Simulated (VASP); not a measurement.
# Br (Cmce) in VASP: notebook

Runs on Br. Level: LDA. Tasks: single point.

All numbers are computed with VASP 6.6.1; they aren't measurements. Logs are shortened: lines on timing, memory, paths and dates and some standing lists are left out, and cuts for length are marked.

## (1) The cell of the first run

It takes space group Cmce (No. 64, orthorhombic). Conventional cell: a = 6.681 Å, b = 4.614 Å, c = 8.644 Å, α = 90.00°, β = 90.00°, γ = 90.00°. Br (site symmetry m) has 1 Br at 2.27 Å within 3.0 Å.

## (2) Single point, LDA

File INCAR:

```
  PREC = Accurate
  ENCUT = 520
  EDIFF = 1E-6
  ISMEAR = -1
  SIGMA = 0.05
  LREAL = F
  LASPH = T
  NELM = 60
  ALGO = Normal
  ISIF = 2
  LWAVE = F
  LCHARG = F
  NBANDS = 22
```

File KPOINTS:

```
regular mesh
0
Gamma
  7 7 3
```

File POSCAR:

```
Br
1.0
    3.3406771722     -2.3069619464      0.0000000000
    3.3406771722      2.3069619464      0.0000000000
    0.0000000000      0.0000000000      8.6438935422
Br
4
Direct
    0.3651000000      0.6349000000      0.3901000000
    0.1349000000      0.8651000000      0.8901000000
    0.6349000000      0.3651000000      0.6099000000
    0.8651000000      0.1349000000      0.1099000000
```

Potentials or basis: VASP PAW LDA potentials, release 64 (Br).

The run is started by

```sh
$ cat potpaw_LDA.64/Br/POTCAR > POTCAR
$ mpirun -np 1 vasp_std > vasp.out
```

OUTCAR:

```text
PREC = Accurate
   ENCUT = 520
   EDIFF = 1E-6
   ISMEAR = -1
   LREAL = F
   LASPH = T
   NELM = 60
   ISIF = 2

 ion  position               nearest neighbor table
   1  0.365  0.635  0.390-   3 2.27
   2  0.135  0.865  0.890-   4 2.27
   3  0.635  0.365  0.610-   1 2.27
   4  0.865  0.135  0.110-   2 2.27

  LATTYP: Found a base centered orthorhombic cell.
 ALAT       =     4.6139238928
 B/A-ratio  =     1.4480850789
 C/A-ratio  =     1.8734365245

  Lattice vectors:

 A1 = (  -3.3406771722,  -2.3069619464,   0.0000000000)
 A2 = (   3.3406771722,  -2.3069619464,   0.0000000000)
 A3 = (   0.0000000000,   0.0000000000,   8.6438935422)

Analysis of symmetry for initial positions (statically):
=====================================================================
 Subroutine PRICEL returns:
 Original cell was already a primitive cell.

 Routine SETGRP: Setting up the symmetry group for a
 base centered orthorhombic supercell.

 Subroutine GETGRP returns: Found  8 space group operations
 (whereof  4 operations were pure point group operations)
 out of a pool of  8 trial point group operations.

The static configuration has the point symmetry C_2h.
 The point group associated with its full space group is D_2h.

Analysis of symmetry for dynamics (positions and initial velocities):
=====================================================================
 Subroutine PRICEL returns:
 Original cell was already a primitive cell.

 Routine SETGRP: Setting up the symmetry group for a
 base centered orthorhombic supercell.

 Subroutine GETGRP returns: Found  8 space group operations
 (whereof  4 operations were pure point group operations)
 out of a pool of  8 trial point group operations.

The dynamic configuration has the point symmetry C_2h.
 The point group associated with its full space group is D_2h.

 Subroutine INISYM returns: Found  8 space group operations
 (whereof  4 operations are pure point group operations),
 and found     1 'primitive' translations

----------------------------------------------------------------------------------------

                                     Primitive cell

  volume of cell :     133.2338

  direct lattice vectors                    reciprocal lattice vectors
     3.340677172 -2.306961946  0.000000000     0.149670254 -0.216735261  0.000000000
     3.340677172  2.306961946  0.000000000     0.149670254  0.216735261  0.000000000
     0.000000000  0.000000000  8.643893542     0.000000000  0.000000000  0.115688607

  length of vectors
     4.059827261  4.059827261  8.643893542     0.263392024  0.263392024  0.115688607

  position of ions in fractional coordinates (direct lattice)
     0.365100000  0.634900000  0.390100000
     0.134900000  0.865100000  0.890100000
     0.634900000  0.365100000  0.609900000
     0.865100000  0.134900000  0.109900000

  ion indices of the primitive-cell ions
   primitive index   ion index
                 1           1
                 2           2
                 3           3
                 4           4

----------------------------------------------------------------------------------------

 KPOINTS: regular mesh

Automatic generation of k-mesh.
 Grid dimensions read from file:
 generate k-points for:    7    7    3

 Generating k-lattice:

  Cartesian coordinates                     Fractional coordinates (reciprocal lattice)
     0.021381465 -0.030962180  0.000000000     0.142857143 -0.000000000  0.000000000
     0.021381465  0.030962180  0.000000000    -0.000000000  0.142857143  0.000000000
     0.000000000  0.000000000  0.038562869     0.000000000  0.000000000  0.333333333

  Length of vectors
     0.037627432  0.037627432  0.038562869

  Shift w.r.t. Gamma in fractional coordinates (k-lattice)
     0.000000000  0.000000000  0.000000000

 Subroutine IBZKPT returns following result:
 ===========================================

 Found     32 irreducible k-points:

 Following reciprocal coordinates:
            Coordinates               Weight
  0.000000  0.000000  0.000000      1.000000
  0.142857  0.000000  0.000000      4.000000
  0.285714  0.000000  0.000000      4.000000
  0.428571  0.000000  0.000000      4.000000
  0.142857  0.142857  0.000000      2.000000
  0.285714  0.142857  0.000000      4.000000
[... 16 lines left out ...]
  0.428571  0.142857  0.333333      8.000000
 -0.428571  0.142857  0.333333      8.000000
 [... further k-points ...]
   k-points           NKPTS =     32   k-points in BZ     NKDIM =     32   number of bands    NBANDS=     22
   number of dos      NEDOS =    301   number of ions     NIONS =      4
   total plane-waves  NPLWV =  57600
   dimension x,y,z NGX =    30 NGY =   30 NGZ =   64
   dimension x,y,z NGXF=    60 NGYF=   60 NGZF=  128
   ions per type =               4
   NGX,Y,Z   is equivalent  to a cutoff of  12.28, 12.28, 12.31 a.u.
   NGXF,Y,Z  is equivalent  to a cutoff of  24.57, 24.57, 24.62 a.u.
 SYSTEM =  unknown system
   PREC   = accura    normal or accurate (medium, high low for compatibility)
   ISTART =      0    job   : 0-new  1-cont  2-samecut
   ICHARG =      2    charge: 1-file 2-atom 10-const
   ISPIN  =      1    spin polarized calculation?
   LNONCOLLINEAR =      F non collinear calculations
   LSORBIT =      F    spin-orbit coupling
   LASPH  =      T    aspherical Exc in radial PAW
   ENCUT  =  520.0 eV  38.22 Ry    6.18 a.u.   7.55  7.55 16.07*2*pi/ulx,y,z
   NELM   =     60;   NELMIN=  2; NELMDL= -5     # of ELM steps
   EDIFF  = 0.1E-05   stopping-criterion for ELM
   LREAL  =      F    real-space projection
   EDIFFG = 0.1E-04   stopping-criterion for IOM
   NSW    =      0    number of steps for IOM
   IBRION =     -1    ionic relax: 0-MD 1-quasi-New 2-CG
   NFREE  =      0    steps in history (QN), initial steepest desc. (CG)
   ISIF   =      2    stress and relaxation
   ISYM   =      2    0-nonsym 1-usesym 2-fastsym
   POTIM  = 0.5000    time-step for ionic-motion
   TEBEG  =    0.0;   TEEND  =   0.0 temperature during run
   PSTRESS=    0.0 pullay stress
   NELECT =      28.0000    total number of electrons
   NUPDOWN=      -1.0000    fix difference up-down
   EMIN   =  10.00;   EMAX   =-10.00  energy-range for DOS
   EFERMI =   0.00;   METHOD = LEGACY
   ISMEAR =    -1;   SIGMA  =   0.05  broadening in eV -4-tet -1-fermi 0-gaus
   EFERMI_NEDOS =   21; number of points for ismear=-14 and -15
   IALGO  =     38    algorithm
   IMIX   =      4    mixing-type and parameters
     AMIX     =   0.40;   BMIX     =  1.00
     AMIX_MAG =   1.60;   BMIX_MAG =  1.00
  volume/ion in A,a.u.               =      33.31       224.78
  Fermi-wavevector in a.u.,A,eV,Ry     =   0.973321  1.839310 12.889529  0.947354
  Thomas-Fermi vector in A             =   2.103691
   LORBIT       =      0    0 simple, 1 ext, 2 COOP (PROOUT), +10 PAW based schemes
   GGA     = CA    functional components
   LHFCALC =     F    Hartree Fock is set to
   AEXX    =    0.0000 exact exchange contribution
   IVDW    =     0    specifies the selected vdW correction
   LEPSILON=     F    determine dielectric tensor
   LRPA    =     F    only Hartree local field effects (RPA)
 non-spin polarized calculation
  energy-cutoff  :      520.00
  volume of cell :      133.23
 maximum number of plane-waves:      3621
 NGX is ok and might be reduce to    30
   NGX = 15   NGY = 15   NGZ = 33

 number of electron      27.9999991 magnetization

 Free energy of the ion-electron system (eV)
  ---------------------------------------------------
  ext. energy  EPLUGINS =         0.00000000
  ---------------------------------------------------
  free energy    TOTEN  =        -8.09040714 eV

  energy without entropy =       -8.09040713  energy(sigma->0) =       -8.09040714

 E-fermi :   0.7012     XC(G=0):  -8.4178

 val. band max:       -0.2359852540   @ k =  -0.4286   0.4286   0.0000
 cond. band min:       1.5796797950   @ k =   0.1429   0.0000   0.0000
 fundamental gap:      1.8156650490
 Fermi energy:         0.7012042474

 k-point     1 :       0.0000    0.0000    0.0000
  band No.  band energies     occupation
      1     -16.3110      2.00000
      2     -15.9811      2.00000
      3     -13.3875      2.00000
      4     -12.6690      2.00000
      5      -5.3060      2.00000
      6      -4.2338      2.00000
[... 14 lines left out ...]
     21       8.5212      0.00000
     22       8.7951      0.00000

 k-point     2 :       0.1429    0.0000    0.0000
  band No.  band energies     occupation
      1     -16.2667      2.00000
      2     -15.9660      2.00000
      3     -13.3527      2.00000
      4     -12.7087      2.00000
      5      -5.3084      2.00000
      6      -4.3306      2.00000
[... 14 lines left out ...]
     21       8.4144      0.00000
     22       8.8409      0.00000

 k-point     3 :       0.2857    0.0000    0.0000
  band No.  band energies     occupation
      1     -16.1545      2.00000
      2     -15.9408      2.00000
      3     -13.2579      2.00000
      4     -12.8180      2.00000
      5      -5.3106      2.00000
      6      -4.6268      2.00000
[... 14 lines left out ...]
     21       8.6489      0.00000
     22       9.3373      0.00000

 k-point     4 :       0.4286    0.0000    0.0000
  band No.  band energies     occupation
      1     -16.0294      2.00000
      2     -15.9514      2.00000
      3     -13.1233      2.00000
      4     -12.9682      2.00000
      5      -5.2433      2.00000
      6      -5.0020      2.00000
[... 14 lines left out ...]
     21       9.1010      0.00000
     22      10.2362      0.00000

 k-point     5 :       0.1429    0.1429    0.0000
  band No.  band energies     occupation
      1     -16.2664      2.00000
      2     -15.9499      2.00000
      3     -13.3513      2.00000
      4     -12.6708      2.00000
      5      -5.2726      2.00000
      6      -4.2853      2.00000
[... 14 lines left out ...]
     21       8.9894      0.00000
     22       9.0079      0.00000

 k-point     6 :       0.2857    0.1429    0.0000
  band No.  band energies     occupation
      1     -16.1909      2.00000
      2     -15.9163      2.00000
      3     -13.2907      2.00000
      4     -12.7160      2.00000
      5      -5.2540      2.00000
      6      -4.4270      2.00000
[... 14 lines left out ...]
     21       8.3883      0.00000
     22       9.1888      0.00000

 k-point     7 :       0.4286    0.1429    0.0000
  band No.  band energies     occupation
      1     -16.0799      2.00000
      2     -15.9036      2.00000
      3     -13.1915      2.00000
      4     -12.8395      2.00000
      5      -5.2415      2.00000
      6      -4.7544      2.00000
[... 324 lines left out ...]
      6      -4.9226      2.00000
[... 14 lines left out ...]
     21       9.1558      0.00000
     22       9.5482      0.00000

 k-point    21 :       0.1429    0.1429    0.3333
  band No.  band energies     occupation
      1     -16.1970      2.00000
      2     -16.0402      2.00000
      3     -13.1755      2.00000
      4     -12.8371      2.00000
      5      -5.0745      2.00000
      6      -4.6057      2.00000
[... 14 lines left out ...]
     21       8.8573      0.00000
     22       9.1448      0.00000

 k-point    22 :       0.2857    0.1429    0.3333
  band No.  band energies     occupation
      1     -16.1295      2.00000
      2     -15.9933      2.00000
      3     -13.1425      2.00000
      4     -12.8564      2.00000
      5      -5.0845      2.00000
      6      -4.6809      2.00000
[... 14 lines left out ...]
     21       8.6479      0.00000
     22       8.8953      0.00000

 k-point    23 :       0.4286    0.1429    0.3333
  band No.  band energies     occupation
      1     -16.0388      2.00000
      2     -15.9509      2.00000
      3     -13.1020      2.00000
      4     -12.9263      2.00000
      5      -5.0931      2.00000
      6      -4.8097      2.00000
[... 14 lines left out ...]
     21       8.4485      0.00000
     22       8.9798      0.00000

 k-point    24 :      -0.4286    0.1429    0.3333
  band No.  band energies     occupation
      1     -15.9796      2.00000
      2     -15.9612      2.00000
      3     -13.0551      2.00000
      4     -13.0214      2.00000
      5      -5.0163      2.00000
      6      -4.9667      2.00000
[... 14 lines left out ...]
     21       9.1567      0.00000
     22       9.3387      0.00000

 [... further k-points ...]
[... 5 lines left out ...]
  --------------------------------------------------------------------------------------
  -------------------------------------------------------------------------------------
  Total       -0.8654380     -1.1469677      0.4282801      0.0000000     -0.0000000      0.0000000
  in kB      -10.4071596    -13.7926410      5.1502008      0.0000000     -0.0000000      0.0000000
  external PRESSURE =      -6.3498666 kB  Pullay stress =       0.0000000 kB

 VOLUME and BASIS-vectors are now :
 -----------------------------------------------------------------------------
  energy-cutoff  :      520.00
  volume of cell :      133.23
      direct lattice vectors                 reciprocal lattice vectors
     3.340677172 -2.306961946  0.000000000     0.149670254 -0.216735261  0.000000000
     3.340677172  2.306961946  0.000000000     0.149670254  0.216735261  0.000000000
     0.000000000  0.000000000  8.643893542     0.000000000  0.000000000  0.115688607

 POSITION                                       TOTAL-FORCE (eV/Angst)
 -----------------------------------------------------------------------------------
      3.34068      0.62242      3.37198         0.000000      0.446347     -0.853664
      3.34068      1.68454      7.69393         0.000000     -0.446347     -0.853664
      3.34068     -0.62242      5.27191         0.000000     -0.446347      0.853664
      3.34068     -1.68454      0.94996         0.000000      0.446347      0.853664
 -----------------------------------------------------------------------------------
    total drift:                               -0.000000      0.000000      0.000000

  FREE ENERGIE OF THE ION-ELECTRON SYSTEM (eV)
  ---------------------------------------------------
  free  energy   TOTEN  =        -8.0904071397 eV

  energy  without entropy=       -8.0904071322  energy(sigma->0) =       -8.09040714
```

Wall time 50 s (1 thread of Intel Xeon Platinum 8488C (Sapphire Rapids), shared host); peak memory 0.22 GiB.

What came out:

- Free energy: -8.0904 eV
- Pressure: -0.6 GPa
- Largest force: 0.963 eV/Å
- Band gap on the k mesh: 1.82 eV (least direct gap 1.83 eV)

Forces on the atoms (eV/Å):
```
Br   0.000  0.446 -0.854
Br   0.000 -0.446 -0.854
Br   0.000 -0.446  0.854
Br   0.000  0.446  0.854
```

Stress tensor (GPa, compression positive):
```
-1.04  0.00  0.00
 0.00 -1.38  0.00
 0.00  0.00  0.52
```

## (3) Single point, LDA

This run uses another cell than the first one, of 35.35 Å³/atom.

File INCAR:

```
SYSTEM = Br
PREC = Accurate
ENCUT = 520
EDIFF = 1E-6
ISMEAR = -1
SIGMA = 0.05
LREAL = .FALSE.
LASPH = .TRUE.
NELM = 80
ALGO = Normal
ISIF = 2
LWAVE = .FALSE.
LCHARG = .TRUE.
GGA = CA
LELF = .TRUE.
LVHAR = .TRUE.
NBANDS = 22
```

File KPOINTS:

```
regular mesh
0
G
  7 7 3
  0 0 0
```

File POSCAR:

```
Br
1.0
    3.4075083649     -2.3531133733      0.0000000000
    3.4075083649      2.3531133733      0.0000000000
    0.0000000000      0.0000000000      8.8168170799
Br
4
Direct
    0.3651000000      0.6349000000      0.3901000000
    0.1349000000      0.8651000000      0.8901000000
    0.6349000000      0.3651000000      0.6099000000
    0.8651000000      0.1349000000      0.1099000000
```

Potentials or basis: VASP PAW LDA potentials, release 64 (Br).

The run is started by

```sh
$ cat potpaw_LDA.64/Br/POTCAR > POTCAR
$ mpirun -np 1 vasp_std > vasp.out
```

Run time: 56 s. Hardware: 1 thread of Intel Xeon Platinum 8488C (Sapphire Rapids), shared host; peak memory 0.23 GiB.

Results (log left out):

| Item | Value |
| --- | --- |
| Free energy | -8.0190 eV |
| Pressure | -2.1 GPa |
| Largest force | 0.316 eV/Å |
| Band gap on the k mesh | 1.64 eV (least direct gap 1.65 eV) |

Forces in eV/Å, atoms in the order of the input:
```
Br   0.000  0.062 -0.309
Br   0.000 -0.062 -0.309
Br   0.000 -0.062  0.309
Br   0.000  0.062  0.309
```

Stress tensor (GPa, compression positive):
```
-1.14  0.00  0.00
 0.00 -2.70  0.00
 0.00  0.00 -2.45
```

Levels at points of the mesh, in eV from the valence-band top:
| k point | band 10 | band 11 | band 12 | band 13 | band 14 | band 15 | band 16 | band 17 | band 18 | band 19 |
| --- | --- | --- | --- | --- | --- | --- | --- | --- | --- | --- |
| (0.00, 0.00, 0.00) | -1.54 | -0.90 | -0.34 | -0.06 | -0.02 | 1.64 | 2.39 | 5.53 | 6.37 | 7.19 |

A k mesh can miss the band edges. As with any semilocal functional, this LDA gap is likely too small.
